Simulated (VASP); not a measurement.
Cu, 1 atom in the cell. Symmetry: Fm-3m, No. 225, cubic system. The conventional cell has a = 3.576 Å, b = 3.576 Å, c = 3.576 Å, α = 90.00°, β = 90.00°, γ = 90.00°. Within 3.3 Å of Cu (site symmetry m-3m) lie 12 Cu at 2.53 Å. 

- Program: VASP 6.6.1
- Task: single point
- Functional: r2SCAN
- Potentials or basis: VASP PAW PBE potentials, release 64 (Cu)
- Cutoff: 520 eV
- k mesh: 15 × 15 × 15
- Occupations: gaussian, width 0.1 eV
- Spin: no spin polarisation
- Dipole correction: no
- Further INCAR settings: ALGO = Normal; EDIFF = 1e-07; NBANDS = 12

Potentials or basis: VASP PAW PBE potentials, release 64 (Cu).

Command:

```console
$ cat potpaw_PBE.64/Cu/POTCAR > POTCAR
$ cp INCAR.step1 INCAR
$ mpirun -np 1 vasp_std > vasp.out
$ cp INCAR.step2 INCAR
$ mpirun -np 1 vasp_std > vasp.out
```

Hardware: 1 thread of Intel Xeon 6975P-C, with other jobs on the host.

Q: How long does it take, and how much memory?

A: It took 71 s on 1 thread of Intel Xeon 6975P-C, with other jobs on the host, peak memory 0.14 GiB. Counts: k points 120.
